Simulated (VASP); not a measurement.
Input of a VASP 6.6.1 run:

Contents of INCAR:

```
  PREC = Accurate
  ENCUT = 520
  EDIFF = 1E-7
  ISMEAR = -1
  SIGMA = 0.05
  LREAL = False
  LASPH = True
  NELM = 80
  ALGO = Normal
  ISIF = 2
  LWAVE = False
  LCHARG = False
  NBANDS = 16
```

File KPOINTS:

```
Automatic mesh
0
Gamma
  13 13 13
```

The input POSCAR:

```
SiW
1.0
    2.7375508842      0.0000000000      0.0000000000
    0.0000000000      2.7375508842      0.0000000000
    0.0000000000      0.0000000000      2.7375508842
W Si
1 1
Direct
    0.0000000000      0.0000000000      0.0000000000
    0.5000000000      0.5000000000      0.5000000000
```

Potentials or basis: VASP PAW LDA potentials, release 64 (W_sv, Si).

Run with:

```console
$ cat potpaw_LDA.64/W_sv/POTCAR potpaw_LDA.64/Si/POTCAR > POTCAR
$ mpirun -np 1 vasp_std > vasp.out
```

Task: Predict the pressure.

Result: 137.0 GPa.

Task: Predict the band gap on the k mesh.

Result: Zero (band 9 reaches 20.61 eV, above the bottom of band 10 at 15.21 eV).

Caveat: spin-orbit coupling is left out, which moves the levels of the heavy elements.
